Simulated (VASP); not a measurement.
Here is a VASP 6.6.1 calculation.

File INCAR:

```
SYSTEM = Lu
PREC = Accurate
ENCUT = 520
EDIFF = 1E-7
ISMEAR = 1
SIGMA = 0.1
LREAL = .FALSE.
LASPH = .TRUE.
NELM = 80
ALGO = Normal
ISIF = 2
LWAVE = .FALSE.
LCHARG = .FALSE.
GGA = PS
NBANDS = 18
```

KPOINTS

```
Automatic mesh
0
G
  7 7 7
  0 0 0
```

POSCAR

```
Lu
1.0
    2.8417516388      0.0000000000      0.0000000000
    0.0000000000      2.8417516388      0.0000000000
    0.0000000000      0.0000000000      2.8417516388
Lu
1
Direct
    0.0000000000      0.0000000000      0.0000000000
```

Potentials or basis: VASP PAW PBE potentials, release 64 (Lu).

Run with:

```console
$ cat potpaw_PBE.64/Lu/POTCAR > POTCAR
$ mpirun -np 1 vasp_std > vasp.out
```

Estimate the band gap on the k mesh.

zero (an odd number of electrons rules out a gap without spin polarisation).

Estimate the pressure.

15.4 GPa.

Caveat: the cell stands under pressure; the PAW data sets were made with another functional, which shifts forces and pressure a little; spin-orbit coupling is left out, which moves the levels of the heavy elements.
